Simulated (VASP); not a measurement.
Write the native input for VASP 6.6.1 that does the following.

```
Task                   : single point
Functional             : PBEsol
Potentials or basis    : VASP PAW PBE potentials, release 64 (Ti_sv, Pt)
Cutoff                 : 520 eV
k mesh                 : 4 × 4 × 4
Occupations            : gaussian, width 0.1 eV
Spin                   : no spin polarisation
Dipole correction      : no
Further INCAR settings : ALGO = Normal; EDIFF = 1e-06; NBANDS = 56
```

The structure of Ti3Pt (mix) lies in POSCAR:

```
Ti3Pt
1.0
    5.0300000000      0.0000000000      0.0000000000
    0.0000000000      5.0300000000      0.0000000000
    0.0000000000      0.0000000000      5.0300000000
Ti Pt
6 2
Direct
    0.2500000000      0.0000000000      0.5000000000
    0.5000000000      0.7500000000      0.0000000000
    0.7500000000      0.0000000000      0.5000000000
    0.5000000000      0.2500000000      0.0000000000
    0.0000000000      0.5000000000      0.7500000000
    0.0000000000      0.5000000000      0.2500000000
    0.0000000000      0.0000000000      0.0000000000
    0.5000000000      0.5000000000      0.5000000000
```

The input as run:

INCAR

```
ALGO = Normal
EDIFF = 1E-6
ENCUT = 520
GGA = PS
ISIF = 2
ISMEAR = 0
LASPH = T
LCHARG = F
LREAL = F
LWAVE = F
NBANDS = 56
NELM = 100
PREC = Accurate
SIGMA = 0.1
```

KPOINTS

```
k-points
0
Gamma
  4 4 4
```

Potentials or basis: VASP PAW PBE potentials, release 64 (Ti_sv, Pt).

Run with:

```sh
$ cat potpaw_PBE.64/Ti_sv/POTCAR potpaw_PBE.64/Pt/POTCAR > POTCAR
$ mpirun -np 1 vasp_std > vasp.out
```

It gave:

```yaml
Pressure: -5.1 GPa
Band_gap_on_the_k_mesh: zero (band 46 reaches 9.38 eV, above the bottom of band 47 at 8.86 eV)
```

Caveat: the PAW data sets were made with another functional, which shifts forces and pressure a little; spin-orbit coupling is left out, which moves the levels of the heavy elements.

Run time: 2 min on 1 thread of Intel(R) Xeon(R) Platinum 8259CL CPU @ 2.50GHz (Skylake/Cascade Lake), with other jobs on the host, peak memory 0.26 GiB.
